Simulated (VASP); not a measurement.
## RbBr: single point with PBE-based screened hybrid

RbBr:

```
CELL_PARAMETERS angstrom
0.00000 3.42700 3.42700
3.42700 0.00000 3.42700
3.42700 3.42700 0.00000
ATOMIC_POSITIONS crystal
Rb 0.00000 0.00000 0.00000
Br 0.50000 0.50000 0.50000
```

* Program: VASP 6.6.1
* Task: single point
* Functional: PBE-based screened hybrid
* Potentials or basis: VASP PAW PBE potentials, release 64 (Rb_sv, Br)
* Cutoff: 520 eV
* k mesh: 4 × 4 × 4
* Occupations: fermi-dirac, width 0.05 eV
* Spin: no spin polarisation
* Dipole correction: no
* Grid for exact exchange (PRECFOCK): Normal
* Share of exact exchange: 0.25
* Further INCAR settings: ALGO = Normal; EDIFF = 1e-06; NBANDS = 15
* Screening parameter: 0.15 1/Å

```yaml
Pressure: 0.8 GPa
Band_gap_on_the_k_mesh: 5.70 eV, direct
```

Levels at points of the mesh, in eV from the valence-band top:
```
           k point  band 5  band 6  band 7  band 8  band 9  band 10  band 11  band 12
(0.00, 0.00, 0.00)   -9.02    0.00    0.00    0.00    5.70     8.73     8.73     8.73
(0.50, 0.00, 0.00)   -8.96   -1.03   -0.37   -0.37    8.14     9.17    11.11    11.11
(0.50, 0.50, 0.00)   -9.09   -0.51   -0.17   -0.17    6.94     8.61    10.62    10.84
```

Wall time 7.8 min on 1 thread of AMD EPYC 7R13 Processor (Zen 3) (shared host), peak memory 0.29 GiB.

Caveat: the PAW data sets were made with another functional, which shifts forces and pressure a little.
